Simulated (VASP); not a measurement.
A run of VASP 6.6.1 is set up as follows.

POSCAR

```
ZnSe
1.0
    0.0000000000      2.8324206805      2.8324206805
    2.6692732493      0.0000000000      2.8324206805
    2.6692732493      2.8324206805      0.0000000000
Zn Se
1 1
Direct
    0.0000000000      0.0000000000      0.0000000000
    0.2500000000      0.2500000000      0.2500000000
```

Contents of INCAR.step1:

```
PREC = Accurate
ENCUT = 520
ISMEAR = 0
SIGMA = 0.01
LREAL = F
LASPH = T
NELM = 60
NBANDS = 16
GGA = PE
ALGO = Normal
EDIFF = 1E-4
LWAVE = T
LCHARG = F
```

Contents of INCAR.step2:

```
PREC = Accurate
ENCUT = 520
EDIFF = 1E-7
ISMEAR = 0
SIGMA = 0.01
LREAL = F
LASPH = T
NELM = 60
ALGO = Normal
ISIF = 2
LWAVE = F
LCHARG = T
METAGGA = R2SCAN
LMIXTAU = T
LELF = T
LVHAR = T
NBANDS = 16
ISTART = 1
```

File KPOINTS:

```
Automatic mesh
0
Gamma
  8 8 8
```

Potentials or basis: VASP PAW PBE potentials, release 64 (Zn, Se).

The run is started by

```console
$ cat potpaw_PBE.64/Zn/POTCAR potpaw_PBE.64/Se/POTCAR > POTCAR
$ cp INCAR.step1 INCAR
$ mpirun -np 1 vasp_std > vasp.out
$ cp INCAR.step2 INCAR
$ mpirun -np 1 vasp_std > vasp.out
```

**Question.** Predict the band gap on the k mesh.

**Answer.** 1.99 eV, direct.

**Question.** Predict the pressure.

**Answer.** 4.5 GPa.

Stress tensor (GPa, compression positive):
```
5.70 0.00 0.00
0.00 3.86 0.00
0.00 0.00 3.86
```

Caveat: the cell differs from its parent crystal (uniaxial x strain -5.8%); the PAW data sets were made with another functional, which shifts forces and pressure a little.
